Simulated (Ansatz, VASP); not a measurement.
## Te in VASP and in Ansatz

```
Te
1.0
     2.25228    1.30035    1.71233
    -2.25228    1.30035    1.71233
     0.00000   -2.60071    1.71233
Te
1
Cartesian
  0.0000 0.0000 2.5685
```

Alike in both runs: task single point; functional PBE; k mesh 15 × 15 × 15; occupations gaussian, width 0.15 eV; no spin polarisation.

```csv
,VASP,Ansatz
version,VASP 6.6.1,Ansatz 0.2.0
potentials or method,"VASP PAW PBE potentials, release 64 (Te), cutoff 520 eV","scalar-relativistic, plane waves, PAW"
valence electrons in the cell,6,16
```

|  | VASP | Ansatz | Ansatz less VASP |
| --- | --- | --- | --- |
| gap on the k mesh at the Fermi level (eV) | none | none | - |
| pressure (GPa) | 4.9 | 4.9 | +0.03 |
| traceless stress, the component that is largest in VASP (GPa) | -0.16 | -0.15 | +0.004 |

A gap of «none» marks a metal or a gap that the smearing closes. VASP's potentials hold 6 valence electrons a cell and Ansatz's 16, so a difference there can come from the potentials and not from the codes.

Spin-orbit coupling is off throughout.
